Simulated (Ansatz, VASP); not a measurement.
Two plane-wave programs on HfO2

```
CELL_PARAMETERS angstrom
5.11419 0.00000 -0.00625
0.00000 5.18172 0.00000
-0.86439 0.00000 5.22446
ATOMIC_POSITIONS crystal
Hf 0.27620 0.04183 0.20821
Hf 0.72380 0.54183 0.29179
Hf 0.72380 0.95817 0.79179
Hf 0.27620 0.45817 0.70821
O 0.44795 0.75765 0.47850
O 0.55205 0.25765 0.02150
O 0.55205 0.24235 0.52150
O 0.44795 0.74235 0.97850
O 0.07006 0.33377 0.34402
O 0.92994 0.83377 0.15598
O 0.92994 0.66623 0.65598
O 0.07006 0.16623 0.84402
```

Alike in both runs: functional r2SCAN; k mesh 6 × 6 × 6; occupations gaussian, width 0.02 eV; no spin polarisation.

Ansatz relaxed the structure, and its values are those at the end. VASP's run is a single point on that final structure, the one shown.

|  | VASP | Ansatz |
| --- | --- | --- |
| version | VASP 6.6.1 | Ansatz 0.2.0 |
| potentials or method | VASP PAW PBE potentials, release 64 (Hf_pv, O), cutoff 520 eV | scalar-relativistic, plane waves, PAW |
| valence electrons in the cell | 88 | 152 |

```csv
,VASP,Ansatz,Ansatz less VASP
gap on the k mesh at the Fermi level (eV),4.55,4.59,+0.044
least direct gap on the mesh (eV),4.64,4.68,+0.047
pressure (GPa),-3.4,0.0,+3.42
rms of the force components (eV/Å),0.040,0.001,-0.0389
```

VASP's potentials were made for PBE, not for r2SCAN. With one functional, cell and mesh, what is left measures potentials, basis and numerics. VASP's potentials hold 88 valence electrons a cell and Ansatz's 152, so a difference there can come from the potentials and not from the codes.

Spin-orbit coupling is off throughout.
